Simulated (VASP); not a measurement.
A run of VASP 6.6.1:

File INCAR:

```
  ALGO = Normal
  EDIFF = 1E-6
  EDIFFG = -0.04
  ENCUT = 600
  GGA = PE
  IBRION = 2
  ISIF = 3
  ISMEAR = 0
  LASPH = True
  LCHARG = False
  LREAL = False
  LWAVE = False
  NELM = 100
  NSW = 90
  PREC = Accurate
  SIGMA = 0.1
```

The input KPOINTS:

```
k-points
0
Gamma
  6 6 6
```

Contents of POSCAR:

```
AlO5
1.0
    4.4093956500      0.0000000000      0.0000000000
   -2.2046978300      3.8186486500      0.0000000000
    0.0000000000      0.0000000000      3.5876915700
Al O
1 5
Direct
    0.0000000000      0.0000000000      0.0000000000
    0.3333333300      0.6666666700      0.0000000000
    0.6666666700      0.3333333300      0.0000000000
    0.5000000000      0.0000000000      0.5000000000
    0.5000000000      0.5000000000      0.5000000000
    0.0000000000      0.5000000000      0.5000000000
```

Potentials or basis: VASP PAW PBE potentials, release 64 (Al, O).

Command:

```bash
$ cat potpaw_PBE.64/Al/POTCAR potpaw_PBE.64/O/POTCAR > POTCAR
$ mpirun -np 1 vasp_std > vasp.out
```

Hardware: 1 thread of AMD EPYC 9R45 96-Core Processor (Zen 5), with other jobs on the host.

Estimate the wall time of this run.

Run time: 4.4 min on 1 thread of AMD EPYC 9R45 96-Core Processor (Zen 5), on a shared host, peak memory 0.18 GiB. Counts: scf iterations 176, k points 28, ion steps 18.
